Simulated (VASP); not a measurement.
Set up this calculation in VASP 6.6.1, as the native input.

| Quantity | Value |
| --- | --- |
| Task | electric field gradients |
| Functional | PBE |
| Potentials or basis | VASP PAW PBE potentials, release 64 (Rh_pv) |
| Cutoff | 520 eV |
| k mesh | 16 × 16 × 16 |
| Occupations | fermi-dirac, width 0.08 eV |
| Spin | no spin polarisation |
| Dipole correction | no |
| Further INCAR settings | ALGO = Normal; EDIFF = 1e-08; NBANDS = 14 |

The structure of Rh lies in POSCAR:

```
Rh
1.0
    0.0000000000      1.8445035000      1.9015500000
    1.8445035000      0.0000000000      1.9015500000
    1.8445035000      1.8445035000      0.0000000000
Rh
1
Direct
    0.0000000000      0.0000000000      0.0000000000
```

This cell differs from its parent crystal: equal xx and yy strain of -3 %.

These files were run (other wordings do the same):

INCAR

```
PREC = Accurate
ENCUT = 520
EDIFF = 1E-8
ISMEAR = -1
SIGMA = 0.08
LREAL = F
LASPH = T
NELM = 80
ALGO = Normal
ISIF = 2
LWAVE = F
LCHARG = F
GGA = PE
LEFG = T
NBANDS = 14
```

KPOINTS

```
Automatic mesh
0
Gamma
  16 16 16
```

Potentials or basis: VASP PAW PBE potentials, release 64 (Rh_pv).

The run is started by

```sh
$ cat potpaw_PBE.64/Rh_pv/POTCAR > POTCAR
$ mpirun -np 1 vasp_std > vasp.out
```

Results of the run:

```
Pressure : 26.6 GPa
```

Caveat: the cell differs from its parent crystal (equal xx and yy strain of -3 %); without QUAD_EFG the Cq values of the log hold for a quadrupole moment of 1 mb, not for the nuclei.

Wall time 29 s on 1 thread of AMD EPYC 9R45 96-Core Processor (Zen 5), with other jobs on the host, peak memory 0.14 GiB.
